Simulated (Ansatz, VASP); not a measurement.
AgCl in VASP and in Ansatz

```xyz
2
Lattice="0.0000 2.7731 2.8009 2.7731 0.0000 2.8009 2.7731 2.7731 0.0000" Properties=species:S:1:pos:R:3 pbc="T T T"
Ag    2.7731    2.7731    2.8009
Cl    0.0000    0.0000    0.0000
```

Change from the starting cell: zz strain of +1 %, PAW files.

Alike in both runs: task electric field gradients; functional PBE; k mesh 8 × 8 × 8; occupations fermi-dirac, width 0.02 eV; no spin polarisation.

|  | VASP | Ansatz |
| --- | --- | --- |
| version | VASP 6.6.1 | Ansatz 0.2.0 |
| potentials or method | VASP PAW PBE potentials, release 64 (Ag, Cl) | PAW with Ansatz's default frozen-core files, scalar-relativistic |
| plane-wave cutoff (eV) | 520 | 420 |
| valence electrons in the cell | 18 | 26 |

|  | VASP | Ansatz | Ansatz less VASP |
| --- | --- | --- | --- |
| gap on the k mesh at the Fermi level (eV) | 0.88 | 0.88 | +0.002 |
| pressure (GPa) | 1.0 | 1.1 | +0.14 |
| traceless stress, the component that is largest in VASP (GPa) | -0.14 | -0.15 | -0.005 |
| size of Vzz on the site where it differs most (V/Å²) | 5.6 | 4.8 | -0.75 |

VASP's potentials hold 18 valence electrons a cell and Ansatz's 26, so a difference there can come from the potentials and not from the codes.
